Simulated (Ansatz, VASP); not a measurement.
Two plane-wave programs on LiNbO3

```
CELL_PARAMETERS angstrom
2.61156 1.50778 4.59827
-2.61156 1.50778 4.59827
0.00000 -3.01557 4.59827
ATOMIC_POSITIONS crystal
Li 0.24293 0.24293 0.24293
Li 0.74293 0.74293 0.74293
Nb 0.99798 0.99798 0.99798
Nb 0.49798 0.49798 0.49798
O 0.13527 0.37452 0.75501
O 0.75501 0.13527 0.37452
O 0.37452 0.75501 0.13527
O 0.87452 0.63527 0.25501
O 0.25501 0.87452 0.63527
O 0.63527 0.25501 0.87452
```

Change from the starting cell: mode 1 (-212.2 1/cm) frozen in, largest displacement +0.098 Å.

Alike in both runs: task single point; functional PBE; k mesh 6 × 6 × 6; occupations gaussian, width 0.05 eV; no spin polarisation.

|  | VASP | Ansatz |
| --- | --- | --- |
| version | VASP 6.6.1 | Ansatz 0.2.0 |
| potentials or method | VASP PAW PBE potentials, release 64 (Li_sv, Nb_sv, O), cutoff 520 eV | scalar-relativistic, plane waves, PAW |
| valence electrons in the cell | 68 | 68 |

|  | VASP | Ansatz | Ansatz less VASP |
| --- | --- | --- | --- |
| gap on the k mesh at the Fermi level (eV) | 2.71 | 2.72 | +0.015 |
| least direct gap on the mesh (eV) | 2.84 | 2.86 | +0.014 |
| rms of the force components (eV/Å) | 0.106 | 0.107 | +0.0017 |

Atom by atom the forces differ by 0.008 eV/Å (rms over components).

Noted on VASP's run: the cutoff is short for stress, so the pressure is rough.
